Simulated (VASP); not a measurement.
# Mo (P6/mmm) in VASP: notebook

The runs below take Mo through single point, with PBE.

Everything below comes from runs of VASP 6.6.1. Logs are shortened: lines on timing, memory, paths and dates and some standing lists are left out, and cuts for length are marked.

**1. The cell of the first run**

The structure is hexagonal, space group P6/mmm (No. 191). The conventional cell has a = 2.626 Å, b = 2.626 Å, c = 2.390 Å, α = 90.00°, β = 90.00°, γ = 120.00°. Within 3.2 Å of Mo (site symmetry 6/mmm) lie 8 Mo at 2.39 to 2.63 Å.

This isn't the form of Mo at room conditions, which is bcc.

**2. Single point, PBE (14.28 Å³/atom)**

Input file INCAR:

```
PREC = Accurate
ENCUT = 520
EDIFF = 1E-6
ISMEAR = -1
SIGMA = 0.08
LREAL = F
LASPH = T
NELM = 60
ALGO = Normal
ISIF = 2
LWAVE = F
LCHARG = F
GGA = PE
NBANDS = 13
```

Input file KPOINTS:

```
regular mesh
0
Gamma
  18 18 16
```

Input file POSCAR:

```
Mo
1.0
    2.6262234165      0.0000000000      0.0000000000
   -1.3131117082      2.2743761947      0.0000000000
    0.0000000000      0.0000000000      2.3904776840
Mo
1
Direct
    0.0000000000      0.0000000000      0.0000000000
```

Potentials or basis: VASP PAW PBE potentials, release 64 (Mo_sv).

The run is started by

```
$ cat potpaw_PBE.64/Mo_sv/POTCAR > POTCAR
$ mpirun -np 1 vasp_std > vasp.out
```

OUTCAR:

```text
PREC = Accurate
   ENCUT = 520
   EDIFF = 1E-6
   ISMEAR = -1
   LREAL = F
   LASPH = T
   NELM = 60
   ISIF = 2
   GGA = PE

 ion  position               nearest neighbor table
   1  0.000  0.000  0.000-

  LATTYP: Found a hexagonal cell.
 ALAT       =     2.6262234165
 C/A-ratio  =     0.9102339386

  Lattice vectors:

 A1 = (   2.6262234165,   0.0000000000,   0.0000000000)
 A2 = (  -1.3131117082,   2.2743761947,   0.0000000000)
 A3 = (   0.0000000000,   0.0000000000,   2.3904776840)

Analysis of symmetry for initial positions (statically):
=====================================================================
 Subroutine PRICEL returns:
 Original cell was already a primitive cell.

 Routine SETGRP: Setting up the symmetry group for a
 hexagonal supercell.

 Subroutine GETGRP returns: Found 24 space group operations
 (whereof 24 operations were pure point group operations)
 out of a pool of 24 trial point group operations.

The static configuration has the point symmetry D_6h.

Analysis of symmetry for dynamics (positions and initial velocities):
=====================================================================
 Subroutine PRICEL returns:
 Original cell was already a primitive cell.

 Routine SETGRP: Setting up the symmetry group for a
 hexagonal supercell.

 Subroutine GETGRP returns: Found 24 space group operations
 (whereof 24 operations were pure point group operations)
 out of a pool of 24 trial point group operations.

The dynamic configuration has the point symmetry D_6h.

 Subroutine INISYM returns: Found 24 space group operations
 (whereof 24 operations are pure point group operations),
 and found     1 'primitive' translations

----------------------------------------------------------------------------------------

                                     Primitive cell

  volume of cell :      14.2784

  direct lattice vectors                    reciprocal lattice vectors
     2.626223416  0.000000000  0.000000000     0.380774916  0.219840500  0.000000000
    -1.313111708  2.274376195  0.000000000     0.000000000  0.439681000  0.000000000
     0.000000000  0.000000000  2.390477684     0.000000000  0.000000000  0.418326432

  length of vectors
     2.626223416  2.626223416  2.390477684     0.439681000  0.439681000  0.418326432

  position of ions in fractional coordinates (direct lattice)
     0.000000000  0.000000000  0.000000000

  ion indices of the primitive-cell ions
   primitive index   ion index
                 1           1

----------------------------------------------------------------------------------------

 KPOINTS: regular mesh

Automatic generation of k-mesh.
 Grid dimensions read from file:
 generate k-points for:   18   18   16

 Generating k-lattice:

  Cartesian coordinates                     Fractional coordinates (reciprocal lattice)
     0.021154162  0.012213361  0.000000000     0.055555556  0.000000000  0.000000000
     0.000000000  0.024426722  0.000000000     0.000000000  0.055555556  0.000000000
     0.000000000  0.000000000  0.026145402     0.000000000  0.000000000  0.062500000

  Length of vectors
     0.024426722  0.024426722  0.026145402

  Shift w.r.t. Gamma in fractional coordinates (k-lattice)
     0.000000000  0.000000000  0.000000000

 Subroutine IBZKPT returns following result:
 ===========================================

 Found    333 irreducible k-points:

 Following reciprocal coordinates:
            Coordinates               Weight
  0.000000  0.000000  0.000000      1.000000
  0.055556 -0.000000  0.000000      6.000000
  0.111111 -0.000000  0.000000      6.000000
  0.166667 -0.000000  0.000000      6.000000
  0.222222 -0.000000  0.000000      6.000000
  0.277778  0.000000  0.000000      6.000000
[... 16 lines left out ...]
  0.333333  0.111111  0.000000     12.000000
  0.388889  0.111111  0.000000     12.000000
 [... further k-points ...]
   k-points           NKPTS =    333   k-points in BZ     NKDIM =    333   number of bands    NBANDS=     13
   number of dos      NEDOS =    301   number of ions     NIONS =      1
   total plane-waves  NPLWV =   7200
   dimension x,y,z NGX =    20 NGY =   20 NGZ =   18
   dimension x,y,z NGXF=    40 NGYF=   40 NGZF=   36
   ions per type =               1
   NGX,Y,Z   is equivalent  to a cutoff of  12.66, 12.66, 12.52 a.u.
   NGXF,Y,Z  is equivalent  to a cutoff of  25.32, 25.32, 25.04 a.u.
 SYSTEM =  unknown system
   PREC   = accura    normal or accurate (medium, high low for compatibility)
   ISTART =      0    job   : 0-new  1-cont  2-samecut
   ICHARG =      2    charge: 1-file 2-atom 10-const
   ISPIN  =      1    spin polarized calculation?
   LNONCOLLINEAR =      F non collinear calculations
   LSORBIT =      F    spin-orbit coupling
   LASPH  =      T    aspherical Exc in radial PAW
   ENCUT  =  520.0 eV  38.22 Ry    6.18 a.u.   4.88  4.88  4.44*2*pi/ulx,y,z
   NELM   =     60;   NELMIN=  2; NELMDL= -5     # of ELM steps
   EDIFF  = 0.1E-05   stopping-criterion for ELM
   LREAL  =      F    real-space projection
   EDIFFG = 0.1E-04   stopping-criterion for IOM
   NSW    =      0    number of steps for IOM
   IBRION =     -1    ionic relax: 0-MD 1-quasi-New 2-CG
   NFREE  =      0    steps in history (QN), initial steepest desc. (CG)
   ISIF   =      2    stress and relaxation
   ISYM   =      2    0-nonsym 1-usesym 2-fastsym
   POTIM  = 0.5000    time-step for ionic-motion
   TEBEG  =    0.0;   TEEND  =   0.0 temperature during run
   PSTRESS=    0.0 pullay stress
   NELECT =      14.0000    total number of electrons
   NUPDOWN=      -1.0000    fix difference up-down
   EMIN   =  10.00;   EMAX   =-10.00  energy-range for DOS
   EFERMI =   0.00;   METHOD = LEGACY
   ISMEAR =    -1;   SIGMA  =   0.08  broadening in eV -4-tet -1-fermi 0-gaus
   EFERMI_NEDOS =   21; number of points for ismear=-14 and -15
   IALGO  =     38    algorithm
   IMIX   =      4    mixing-type and parameters
     AMIX     =   0.40;   BMIX     =  1.00
     AMIX_MAG =   1.60;   BMIX_MAG =  1.00
  volume/ion in A,a.u.               =      14.28        96.36
  Fermi-wavevector in a.u.,A,eV,Ry     =   1.626390  3.073431 35.989363  2.645144
  Thomas-Fermi vector in A             =   2.719357
   LORBIT       =      0    0 simple, 1 ext, 2 COOP (PROOUT), +10 PAW based schemes
   GGA     = PE    functional components
[... 5 lines left out ...]
 non-spin polarized calculation
  energy-cutoff  :      520.00
  volume of cell :       14.28
 maximum number of plane-waves:       396
 NGX is ok and might be reduce to    20
   NGX =  9   NGY =  9   NGZ =  9

 number of electron      14.0000003 magnetization

 Free energy of the ion-electron system (eV)
  ---------------------------------------------------
  ext. energy  EPLUGINS =         0.00000000
  ---------------------------------------------------
  free energy    TOTEN  =        -9.73219063 eV

  energy without entropy =       -9.71416959  energy(sigma->0) =       -9.72318011

 E-fermi :  13.8935     XC(G=0): -13.8128

 val. band max:       13.8886543316   @ k =   0.1667  -0.0000   0.0625
 cond. band min:      13.8978922582   @ k =   0.2222   0.1667   0.5000
 fundamental gap:      0.0092379266
 Fermi energy:        13.8934931586

 k-point     1 :       0.0000    0.0000    0.0000
  band No.  band energies     occupation
      1     -47.2222      2.00000
      2     -20.1428      2.00000
      3     -20.1428      2.00000
      4     -19.8145      2.00000
      5       6.7458      2.00000
      6       8.6971      2.00000
      7      12.7006      2.00000
      8      12.7006      2.00000
      9      19.1101      0.00000
     10      19.1101      0.00000
     11      26.8011      0.00000
     12      31.8021      0.00000
     13      35.9587      0.00000

 k-point     2 :       0.0556   -0.0000    0.0000
  band No.  band energies     occupation
      1     -47.2116      2.00000
      2     -20.2089      2.00000
      3     -20.1573      2.00000
      4     -19.8079      2.00000
      5       6.8911      2.00000
      6       8.7537      2.00000
      7      12.5499      2.00000
      8      12.8322      2.00000
      9      18.9519      0.00000
     10      19.0843      0.00000
     11      27.1469      0.00000
     12      32.0820      0.00000
     13      35.2679      0.00000

 k-point     3 :       0.1111   -0.0000    0.0000
  band No.  band energies     occupation
      1     -47.1809      2.00000
      2     -20.3969      2.00000
      3     -20.1987      2.00000
      4     -19.7887      2.00000
      5       7.2962      2.00000
      6       8.9212      2.00000
      7      12.1717      2.00000
      8      13.2219      1.99955
      9      18.5250      0.00000
     10      19.0109      0.00000
     11      28.0987      0.00000
     12      32.8626      0.00000
     13      33.8275      0.00000
[... 305 lines left out ...]
 k-point    23 :       0.3333    0.1111    0.0000
  band No.  band energies     occupation
      1     -46.8893      2.00000
      2     -21.8874      2.00000
      3     -20.6984      2.00000
      4     -19.6091      2.00000
      5       8.9343      2.00000
      6      10.0171      2.00000
      7      13.3892      1.99635
      8      15.8522      0.00000
      9      18.1008      0.00000
     10      18.7660      0.00000
     11      26.3663      0.00000
     12      28.4098      0.00000
     13      33.1194      0.00000

 k-point    24 :       0.3889    0.1111    0.0000
  band No.  band energies     occupation
      1     -46.8586      2.00000
      2     -22.0286      2.00000
      3     -20.7490      2.00000
      4     -19.5905      2.00000
      5       8.7401      2.00000
      6      10.2031      2.00000
      7      14.1852      0.05087
      8      15.6395      0.00000
      9      18.0113      0.00000
     10      19.6189      0.00000
     11      25.6306      0.00000
     12      27.6165      0.00000
     13      32.5159      0.00000

 [... further k-points ...]

------------------------ aborting loop because EDIFF is reached ----------------------------------------

  FORCE on cell =-STRESS in cart. coord.  units (eV):
  Direction    XX          YY          ZZ          XY          YZ          ZX
  --------------------------------------------------------------------------------------
  -------------------------------------------------------------------------------------
  Total        4.2633241      4.2633241      4.3354271      0.0000000     -0.0000000      0.0000000
  in kB      478.3879862    478.3879862    486.4786767      0.0000000     -0.0000000      0.0000000
  external PRESSURE =     481.0848830 kB  Pullay stress =       0.0000000 kB

 VOLUME and BASIS-vectors are now :
 -----------------------------------------------------------------------------
  energy-cutoff  :      520.00
  volume of cell :       14.28
      direct lattice vectors                 reciprocal lattice vectors
     2.626223416  0.000000000  0.000000000     0.380774916  0.219840500  0.000000000
    -1.313111708  2.274376195  0.000000000     0.000000000  0.439681000  0.000000000
     0.000000000  0.000000000  2.390477684     0.000000000  0.000000000  0.418326432

 POSITION                                       TOTAL-FORCE (eV/Angst)
 -----------------------------------------------------------------------------------
      0.00000      0.00000      0.00000        -0.000000      0.000000      0.000000
 -----------------------------------------------------------------------------------
    total drift:                               -0.000000      0.000000      0.000000

  FREE ENERGIE OF THE ION-ELECTRON SYSTEM (eV)
  ---------------------------------------------------
  free  energy   TOTEN  =        -9.7321906319 eV

  energy  without entropy=       -9.7141695857  energy(sigma->0) =       -9.72318011
```

Run time: 41 s. Hardware: 1 thread of Intel Xeon 8259CL, shared host; peak memory 0.17 GiB.

What came out:

| Property | Result |
| --- | --- |
| Free energy | -9.7322 eV |
| Pressure | 48.1 GPa |
| Band gap on the k mesh | zero (bands 7 and 8 overlap by 2.66 eV) |

Stress tensor (GPa, compression positive):
```
47.84  0.00  0.00
 0.00 47.84  0.00
 0.00  0.00 48.65
```

Caveat: the cell stands under pressure.

**3. Single point, PBE (14.28 Å³/atom)**

Input file INCAR:

```
SYSTEM = Mo
  ALGO = Normal
  EDIFF = 1E-7
  ENCUT = 520
  GGA = PE
  ISIF = 2
  ISMEAR = -1
  LASPH = .TRUE.
  LCHARG = .FALSE.
  LREAL = .FALSE.
  LWAVE = .FALSE.
  NBANDS = 13
  NELM = 60
  PREC = Accurate
  SIGMA = 0.08
```

Input file KPOINTS:

```
k-points
0
G
  18 18 16
  0 0 0
```

POSCAR is that of step 2.

Potentials or basis: VASP PAW PBE potentials, release 64 (Mo_sv).

The run is started by

```
$ cat potpaw_PBE.64/Mo_sv/POTCAR > POTCAR
$ mpirun -np 1 vasp_std > vasp.out
```

Wall time 41 s (1 thread of Intel Xeon 8259CL, shared host); peak memory 0.17 GiB.

Results (log left out):

```yaml
Free_energy: -9.7322 eV
Pressure: 48.1 GPa
Band_gap_on_the_k_mesh: zero (bands 7 and 8 overlap by 2.66 eV)
```

Stress tensor (GPa, compression positive):
```
47.85  0.00  0.00
 0.00 47.85  0.00
 0.00  0.00 48.66
```

Levels at points of the mesh, in eV from the Fermi level:
```csv
k point,band 4,band 5,band 6,band 7,band 8,band 9,band 10,band 11
"(0.00, 0.00, 0.00)",-33.71,-7.15,-5.20,-1.19,-1.19,5.22,5.22,12.91
"(0.50, 0.00, 0.00)",-33.48,-5.79,-3.68,1.46,1.55,4.42,5.20,11.96
"(0.00, 0.00, 0.50)",-33.74,-3.73,-0.04,-0.04,0.49,0.62,0.62,13.01
"(0.50, 0.00, 0.50)",-34.17,-6.56,-3.81,-0.90,5.72,7.05,7.62,8.75
```

Caveat: the cell stands under pressure.

**4. Single point, PBE**

This run uses another cell than the first one, of 15.96 Å³/atom.

Input file INCAR:

```
  ALGO = Normal
  EDIFF = 1E-6
  ENCUT = 520
  GGA = PE
  ISIF = 2
  ISMEAR = -1
  LASPH = T
  LCHARG = F
  LREAL = F
  LWAVE = F
  NBANDS = 13
  NELM = 60
  PREC = Accurate
  SIGMA = 0.08
```

Input file KPOINTS:

```
k-points
0
Gamma
  18 18 16
```

Input file POSCAR:

```
Mo
1.0
    2.7254141631      0.0000000000      0.0000000000
   -1.3627070815      2.3602779011      0.0000000000
    0.0000000000      0.0000000000      2.4807768189
Mo
1
Direct
    0.0000000000      0.0000000000      0.0000000000
```

Potentials or basis: VASP PAW PBE potentials, release 64 (Mo_sv).

The run is started by

```
$ cat potpaw_PBE.64/Mo_sv/POTCAR > POTCAR
$ mpirun -np 1 vasp_std > vasp.out
```

OUTCAR:

```text
EDIFF = 1E-6
   ENCUT = 520
   GGA = PE
   ISIF = 2
   ISMEAR = -1
   LASPH = T
   LREAL = F
   NELM = 60
   PREC = Accurate

 ion  position               nearest neighbor table
   1  0.000  0.000  0.000-

  LATTYP: Found a hexagonal cell.
 ALAT       =     2.7254141631
 C/A-ratio  =     0.9102384704

  Lattice vectors:

 A1 = (   2.7254141631,   0.0000000000,   0.0000000000)
 A2 = (  -1.3627070815,   2.3602779011,   0.0000000000)
[... 562 lines left out ...]
     13      30.0272      0.00000

 [... further k-points ...]

------------------------ aborting loop because EDIFF is reached ----------------------------------------

  FORCE on cell =-STRESS in cart. coord.  units (eV):
  Direction    XX          YY          ZZ          XY          YZ          ZX
  --------------------------------------------------------------------------------------
  -------------------------------------------------------------------------------------
  Total        1.2245209      1.2245209      1.2615569      0.0000000      0.0000000      0.0000000
  in kB      122.9400632    122.9400632    126.6584266      0.0000000      0.0000000      0.0000000
  external PRESSURE =     124.1795177 kB  Pullay stress =       0.0000000 kB

 VOLUME and BASIS-vectors are now :
 -----------------------------------------------------------------------------
  energy-cutoff  :      520.00
  volume of cell :       15.96
      direct lattice vectors                 reciprocal lattice vectors
     2.725414163  0.000000000  0.000000000     0.366916711  0.211839462  0.000000000
    -1.362707081  2.360277901  0.000000000     0.000000000  0.423678923  0.000000000
     0.000000000  0.000000000  2.480776819     0.000000000  0.000000000  0.403099542

 POSITION                                       TOTAL-FORCE (eV/Angst)
 -----------------------------------------------------------------------------------
      0.00000      0.00000      0.00000         0.000000      0.000000      0.000000
 -----------------------------------------------------------------------------------
    total drift:                               -0.000000      0.000000      0.000000

  FREE ENERGIE OF THE ION-ELECTRON SYSTEM (eV)
  ---------------------------------------------------
  free  energy   TOTEN  =       -10.0338823038 eV

  energy  without entropy=      -10.0124389875  energy(sigma->0) =      -10.02316065
```

Wall time 39 s (1 thread of Intel Xeon 8259CL, shared host); peak memory 0.17 GiB.

What came out:

```yaml
Free_energy: -10.0339 eV
Pressure: 12.4 GPa
Band_gap_on_the_k_mesh: zero (bands 7 and 8 overlap by 2.04 eV)
```

Caveat: the cell stands under pressure.
